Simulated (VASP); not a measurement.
# AgCl (Pm-3m) in VASP: a series of runs, part 2 of 3

VASP 6.6.1. The steps go on from the part before.

## (3) Single point, PBE

INCAR

```
ALGO = Normal
EDIFF = 1E-7
ENCUT = 520
GGA = PE
ISIF = 2
ISMEAR = 0
LASPH = True
LCHARG = False
LREAL = False
LWAVE = False
NBANDS = 16
NELM = 80
PREC = Accurate
SIGMA = 0.01
```

KPOINTS

```
k-points
0
Gamma
  6 6 6
```

POSCAR

```
AgCl
1.0
    3.3955880419      0.0000000000      0.0000000000
    0.0000000000      3.3955880419      0.0000000000
    0.0000000000      0.0000000000      3.3955880419
Ag Cl
1 1
Direct
    0.0000000000      0.0000000000      0.0000000000
    0.5000000000      0.5000000000      0.5000000000
```

Potentials or basis: VASP PAW PBE potentials, release 64 (Ag, Cl).

Launch:

```console
$ cat potpaw_PBE.64/Ag/POTCAR potpaw_PBE.64/Cl/POTCAR > POTCAR
$ mpirun -np 1 vasp_std > vasp.out
```

OUTCAR:

```text
EDIFF = 1E-7
   ENCUT = 520
   GGA = PE
   ISIF = 2
   ISMEAR = 0
   LASPH = True
   LREAL = False
   NELM = 80
   PREC = Accurate

 ion  position               nearest neighbor table
   1  0.000  0.000  0.000-   2 2.94   2 2.94   2 2.94   2 2.94   2 2.94   2 2.94   2 2.94   2 2.94

   2  0.500  0.500  0.500-   1 2.94   1 2.94   1 2.94   1 2.94   1 2.94   1 2.94   1 2.94   1 2.94

  LATTYP: Found a simple cubic cell.
 ALAT       =     3.3955880419

  Lattice vectors:

 A1 = (   3.3955880419,   0.0000000000,   0.0000000000)
 A2 = (   0.0000000000,   3.3955880419,   0.0000000000)
 A3 = (   0.0000000000,   0.0000000000,   3.3955880419)

Analysis of symmetry for initial positions (statically):
=====================================================================
 Subroutine PRICEL returns:
 Original cell was already a primitive cell.

 Routine SETGRP: Setting up the symmetry group for a
 simple cubic supercell.

 Subroutine GETGRP returns: Found 48 space group operations
 (whereof 48 operations were pure point group operations)
 out of a pool of 48 trial point group operations.

The static configuration has the point symmetry O_h .

Analysis of symmetry for dynamics (positions and initial velocities):
=====================================================================
 Subroutine PRICEL returns:
 Original cell was already a primitive cell.

 Routine SETGRP: Setting up the symmetry group for a
 simple cubic supercell.

 Subroutine GETGRP returns: Found 48 space group operations
 (whereof 48 operations were pure point group operations)
 out of a pool of 48 trial point group operations.

The dynamic configuration has the point symmetry O_h .

 Subroutine INISYM returns: Found 48 space group operations
 (whereof 48 operations are pure point group operations),
 and found     1 'primitive' translations

----------------------------------------------------------------------------------------

                                     Primitive cell

  volume of cell :      39.1512

  direct lattice vectors                    reciprocal lattice vectors
     3.395588042  0.000000000  0.000000000     0.294499800  0.000000000  0.000000000
     0.000000000  3.395588042  0.000000000     0.000000000  0.294499800  0.000000000
     0.000000000  0.000000000  3.395588042     0.000000000  0.000000000  0.294499800

  length of vectors
     3.395588042  3.395588042  3.395588042     0.294499800  0.294499800  0.294499800

  position of ions in fractional coordinates (direct lattice)
     0.000000000  0.000000000  0.000000000
     0.500000000  0.500000000  0.500000000

  ion indices of the primitive-cell ions
   primitive index   ion index
                 1           1
                 2           2

----------------------------------------------------------------------------------------

 KPOINTS: k-points

Automatic generation of k-mesh.
 Grid dimensions read from file:
 generate k-points for:    6    6    6

 Generating k-lattice:

  Cartesian coordinates                     Fractional coordinates (reciprocal lattice)
     0.049083300  0.000000000  0.000000000     0.166666667  0.000000000  0.000000000
     0.000000000  0.049083300  0.000000000     0.000000000  0.166666667  0.000000000
     0.000000000  0.000000000  0.049083300     0.000000000  0.000000000  0.166666667

  Length of vectors
     0.049083300  0.049083300  0.049083300

  Shift w.r.t. Gamma in fractional coordinates (k-lattice)
     0.000000000  0.000000000  0.000000000

 Subroutine IBZKPT returns following result:
 ===========================================

 Found     20 irreducible k-points:

 Following reciprocal coordinates:
            Coordinates               Weight
  0.000000  0.000000  0.000000      1.000000
  0.166667  0.000000  0.000000      6.000000
  0.333333  0.000000  0.000000      6.000000
  0.500000  0.000000  0.000000      3.000000
  0.166667  0.166667  0.000000     12.000000
  0.333333  0.166667  0.000000     24.000000
[... 12 lines left out ...]
  0.500000  0.500000  0.333333      6.000000
  0.500000  0.500000  0.500000      1.000000
   k-points           NKPTS =     20   k-points in BZ     NKDIM =     20   number of bands    NBANDS=     16
   number of dos      NEDOS =    301   number of ions     NIONS =      2
   total plane-waves  NPLWV =  21952
   dimension x,y,z NGX =    28 NGY =   28 NGZ =   28
   dimension x,y,z NGXF=    56 NGYF=   56 NGZF=   56
   ions per type =               1   1
   NGX,Y,Z   is equivalent  to a cutoff of  13.71, 13.71, 13.71 a.u.
   NGXF,Y,Z  is equivalent  to a cutoff of  27.42, 27.42, 27.42 a.u.
 SYSTEM =  unknown system
   PREC   = accura    normal or accurate (medium, high low for compatibility)
   ISTART =      0    job   : 0-new  1-cont  2-samecut
   ICHARG =      2    charge: 1-file 2-atom 10-const
   ISPIN  =      1    spin polarized calculation?
   LNONCOLLINEAR =      F non collinear calculations
   LSORBIT =      F    spin-orbit coupling
   LASPH  =      T    aspherical Exc in radial PAW
   ENCUT  =  520.0 eV  38.22 Ry    6.18 a.u.   6.31  6.31  6.31*2*pi/ulx,y,z
   NELM   =     80;   NELMIN=  2; NELMDL= -5     # of ELM steps
   EDIFF  = 0.1E-06   stopping-criterion for ELM
   LREAL  =      F    real-space projection
   EDIFFG = 0.1E-05   stopping-criterion for IOM
   NSW    =      0    number of steps for IOM
   IBRION =     -1    ionic relax: 0-MD 1-quasi-New 2-CG
   NFREE  =      0    steps in history (QN), initial steepest desc. (CG)
   ISIF   =      2    stress and relaxation
   ISYM   =      2    0-nonsym 1-usesym 2-fastsym
   POTIM  = 0.5000    time-step for ionic-motion
   TEBEG  =    0.0;   TEEND  =   0.0 temperature during run
   PSTRESS=    0.0 pullay stress
   NELECT =      18.0000    total number of electrons
   NUPDOWN=      -1.0000    fix difference up-down
   EMIN   =  10.00;   EMAX   =-10.00  energy-range for DOS
   EFERMI =   0.00;   METHOD = LEGACY
   ISMEAR =     0;   SIGMA  =   0.01  broadening in eV -4-tet -1-fermi 0-gaus
   EFERMI_NEDOS =   21; number of points for ismear=-14 and -15
   IALGO  =     38    algorithm
   IMIX   =      4    mixing-type and parameters
     AMIX     =   0.40;   BMIX     =  1.00
     AMIX_MAG =   1.60;   BMIX_MAG =  1.00
  volume/ion in A,a.u.               =      19.58       132.10
  Fermi-wavevector in a.u.,A,eV,Ry     =   1.263525  2.387717 21.721655  1.596497
  Thomas-Fermi vector in A             =   2.396878
   LORBIT       =      0    0 simple, 1 ext, 2 COOP (PROOUT), +10 PAW based schemes
   GGA     = PE    functional components
   LHFCALC =     F    Hartree Fock is set to
   AEXX    =    0.0000 exact exchange contribution
   IVDW    =     0    specifies the selected vdW correction
   LEPSILON=     F    determine dielectric tensor
   LRPA    =     F    only Hartree local field effects (RPA)
 non-spin polarized calculation
 Gauss-broadening in eV      SIGMA  =   0.01
  energy-cutoff  :      520.00
  volume of cell :       39.15
 maximum number of plane-waves:      1068
 NGX is ok and might be reduce to    28
   NGX = 13   NGY = 13   NGZ = 13

 number of electron      18.0000002 magnetization

 Free energy of the ion-electron system (eV)
  ---------------------------------------------------
  ext. energy  EPLUGINS =         0.00000000
  ---------------------------------------------------
  free energy    TOTEN  =        -5.11459169 eV

  energy without entropy =       -5.11459169  energy(sigma->0) =       -5.11459169

 E-fermi :   4.4270     XC(G=0): -10.5649

 val. band max:        4.3122659279   @ k =   0.5000   0.0000   0.0000
 cond. band min:       4.8958969196   @ k =   0.0000   0.0000   0.0000
 fundamental gap:      0.5836309917
 Fermi energy:         4.4270259188

 k-point     1 :       0.0000    0.0000    0.0000
  band No.  band energies     occupation
      1     -10.4685      2.00000
      2       1.4536      2.00000
      3       1.4536      2.00000
      4       2.4606      2.00000
      5       2.4606      2.00000
      6       2.4606      2.00000
[... 8 lines left out ...]
     15      18.2278      0.00000
     16      20.7874      0.00000
[... 343 lines left out ...]
 k-point    20 :       0.5000    0.5000    0.5000
  band No.  band energies     occupation
      1      -9.2335      2.00000
      2      -0.2217      2.00000
      3      -0.2217      2.00000
      4      -0.2217      2.00000
      5       2.7997      2.00000
      6       2.7997      2.00000
[... 8 lines left out ...]
     15      22.0853      0.00000
     16      22.0853      0.00000

------------------------ aborting loop because EDIFF is reached ----------------------------------------

  FORCE on cell =-STRESS in cart. coord.  units (eV):
  Direction    XX          YY          ZZ          XY          YZ          ZX
  --------------------------------------------------------------------------------------
  -------------------------------------------------------------------------------------
  Total        0.3585464      0.3585464      0.3585464     -0.0000000     -0.0000000      0.0000000
  in kB       14.6727302     14.6727302     14.6727302     -0.0000000     -0.0000000      0.0000000
  external PRESSURE =      14.6727302 kB  Pullay stress =       0.0000000 kB

 VOLUME and BASIS-vectors are now :
 -----------------------------------------------------------------------------
  energy-cutoff  :      520.00
  volume of cell :       39.15
      direct lattice vectors                 reciprocal lattice vectors
     3.395588042  0.000000000  0.000000000     0.294499800  0.000000000  0.000000000
     0.000000000  3.395588042  0.000000000     0.000000000  0.294499800  0.000000000
     0.000000000  0.000000000  3.395588042     0.000000000  0.000000000  0.294499800

 POSITION                                       TOTAL-FORCE (eV/Angst)
 -----------------------------------------------------------------------------------
      0.00000      0.00000      0.00000         0.000000      0.000000      0.000000
      1.69779      1.69779      1.69779         0.000000      0.000000      0.000000
 -----------------------------------------------------------------------------------
    total drift:                               -0.000000      0.000000      0.000000

  FREE ENERGIE OF THE ION-ELECTRON SYSTEM (eV)
  ---------------------------------------------------
  free  energy   TOTEN  =        -5.1145916880 eV

  energy  without entropy=       -5.1145916880  energy(sigma->0) =       -5.11459169
```

OSZICAR:

```text
N       E                     dE             d eps       ncg     rms          rms(c)
DAV:   1     0.102496597180E+03    0.10250E+03   -0.87352E+03   656   0.103E+03
DAV:   2    -0.177009713209E+01   -0.10427E+03   -0.95902E+02   808   0.224E+02
DAV:   3    -0.538559188989E+01   -0.36155E+01   -0.36071E+01   760   0.440E+01
DAV:   4    -0.540898611038E+01   -0.23394E-01   -0.23393E-01   824   0.381E+00
DAV:   5    -0.540925795074E+01   -0.27184E-03   -0.27184E-03   808   0.399E-01    0.590E+00
DAV:   6    -0.512726965168E+01    0.28199E+00   -0.35595E-01   744   0.853E+00    0.394E+00
DAV:   7    -0.511808070643E+01    0.91889E-02   -0.13539E-01   672   0.245E+00    0.215E+00
DAV:   8    -0.511482552626E+01    0.32552E-02   -0.70528E-03   752   0.849E-01    0.400E-01
DAV:   9    -0.511455773869E+01    0.26779E-03   -0.66164E-04   832   0.382E-01    0.525E-02
DAV:  10    -0.511458565665E+01   -0.27918E-04   -0.11649E-04   776   0.112E-01    0.436E-02
DAV:  11    -0.511459184916E+01   -0.61925E-05   -0.57665E-06   728   0.206E-02    0.654E-03
DAV:  12    -0.511459164123E+01    0.20793E-06   -0.83107E-07   768   0.751E-03    0.201E-03
DAV:  13    -0.511459168797E+01   -0.46740E-07   -0.16419E-07   608   0.280E-03
   1 F= -.51145917E+01 E0= -.51145917E+01  d E =-.998082E-61
```

stdout:

```text
POSCAR found type information on POSCAR AgCl
 POSCAR found :  2 types and       2 ions
 scaLAPACK will be used
 LDA part: xc-table for (Slater+PW92), standard interpolation
 POSCAR, INCAR and KPOINTS ok, starting setup
 FFT: planning ... GRIDC
 FFT: planning ... GRID_SOFT
 FFT: planning ... GRID
 WAVECAR not read
 entering main loop
```

Wall time 5.4 s (1 thread of Intel Xeon 6975P-C (Granite Rapids), shared host); peak memory 0.16 GiB.

Results:

```yaml
Free_energy: -5.1146 eV
Pressure: 1.5 GPa
Band_gap_on_the_k_mesh: 0.58 eV, indirect (least direct gap 2.19 eV)
```

A k mesh can miss the band edges.

[end of part 2 of 3]
